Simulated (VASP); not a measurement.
Lu, 1 atom in the cell. It takes space group Im-3m (No. 229, cubic). The conventional cell has a = 3.894 Å, b = 3.894 Å, c = 3.894 Å, α = 90.00°, β = 90.00°, γ = 90.00°. Within 4.4 Å of Lu (site symmetry m-3m) lie 14 Lu at 3.37 to 3.89 Å. This isn't the form of Lu at room conditions, which is hcp.

```yaml
Program: VASP 6.6.1
Task: single point
Functional: revPBE
Potentials_or_basis: VASP PAW PBE potentials, release 64 (Lu)
Cutoff: 520 eV
k_mesh: 13 × 13 × 13
Occupations: fermi-dirac, width 0.1 eV
Spin: no spin polarisation
Dipole_correction: no
Further_INCAR_settings: ALGO = Normal; EDIFF = 1e-07; NBANDS = 18
```

Potentials or basis: VASP PAW PBE potentials, release 64 (Lu).

Launch:

```console
$ cat potpaw_PBE.64/Lu/POTCAR > POTCAR
$ mpirun -np 1 vasp_std > vasp.out
```

Hardware: 1 thread of Intel(R) Xeon(R) Platinum 8559C (Emerald Rapids) (shared host).

Problem. Estimate the wall time of this run.

Solution. Wall time 30 s on 1 thread of Intel(R) Xeon(R) Platinum 8559C (Emerald Rapids), on a shared host, peak memory 0.2 GiB. Counts: scf iterations 14, k points 84.
